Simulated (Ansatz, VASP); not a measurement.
**AlSn: VASP beside Ansatz**

```
CELL_PARAMETERS angstrom
4.22591 0.00000 0.00000
-2.11295 3.65974 0.00000
0.00000 0.00000 3.32875
ATOMIC_POSITIONS crystal
Sn 0.33333 0.66667 0.50000
Al 0.00000 0.00000 0.00000
```

Alike in both runs: task single point; functional PBE0; k mesh 4 × 4 × 6; occupations fermi-dirac, width 0.05 eV; no spin polarisation.

|  | VASP | Ansatz |
| --- | --- | --- |
| version | VASP 6.6.1 | Ansatz 0.2.0 |
| potentials or method | VASP PAW PBE potentials, release 64 (Sn_d, Al) | Ansatz PAW |
| plane-wave cutoff (eV) | 520 | 420 |
| valence electrons in the cell | 17 | 17 |

```tsv
	VASP	Ansatz	Ansatz less VASP
gap on the k mesh at the Fermi level (eV)	none	none	-
pressure (GPa)	-2.2	-2.3	-0.08
traceless stress, the component that is largest in VASP (GPa)	4.96	4.12	-0.841
```

A gap of «none» marks a metal or a gap that the smearing closes.

The k mesh is coarse, so the values compare programs but aren't converged.
